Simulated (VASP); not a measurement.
Input of a VASP 6.6.1 run:

POSCAR

```
Ti
1.0
    2.9057478925      0.0000000000      0.0000000000
   -1.4528739462      2.5164514919      0.0000000000
    0.0000000000      0.0000000000      4.6157100000
Ti
2
Direct
    0.3333333333      0.6666666667      0.2500000000
    0.6666666667      0.3333333333      0.7500000000
```

The input INCAR.step1:

```
SYSTEM = Ti
PREC = Accurate ; ENCUT = 520
ISMEAR = 0 ; SIGMA = 0.15
LREAL = .False. ; LASPH = .True.
NELM = 80 ; NBANDS = 19
GGA = PE ; ALGO = Normal
EDIFF = 1E-4 ; LWAVE = .True.
LCHARG = .False.
```

Contents of INCAR.step2:

```
SYSTEM = Ti
PREC = Accurate ; ENCUT = 520
EDIFF = 1E-6 ; ISMEAR = 0
SIGMA = 0.15 ; LREAL = .False.
LASPH = .True. ; NELM = 80
ALGO = Normal ; ISIF = 2
LWAVE = .False. ; LCHARG = .False.
METAGGA = R2SCAN ; LMIXTAU = .True.
NBANDS = 19 ; ISTART = 1
```

The input KPOINTS:

```
regular mesh
0
Gamma
  18 18 10
  0 0 0
```

Potentials or basis: VASP PAW PBE potentials, release 64 (Ti_sv).

Run with:

```bash
$ cat potpaw_PBE.64/Ti_sv/POTCAR > POTCAR
$ cp INCAR.step1 INCAR
$ mpirun -np 1 vasp_std > vasp.out
$ cp INCAR.step2 INCAR
$ mpirun -np 1 vasp_std > vasp.out
```

Question: Estimate the pressure.

Answer: 3.5 GPa.

Question: Estimate the band gap on the k mesh.

Answer: Zero (bands 12 and 13 overlap by 1.27 eV).

Stress tensor (GPa, compression positive):
```
3.73 0.00 0.00
0.00 3.73 0.00
0.00 0.00 2.99
```

Caveat: the cell differs from its parent crystal (strain -0.015 along x and y, -0.015 along z); the cell stands under pressure; the PAW data sets were made with another functional, which shifts forces and pressure a little.
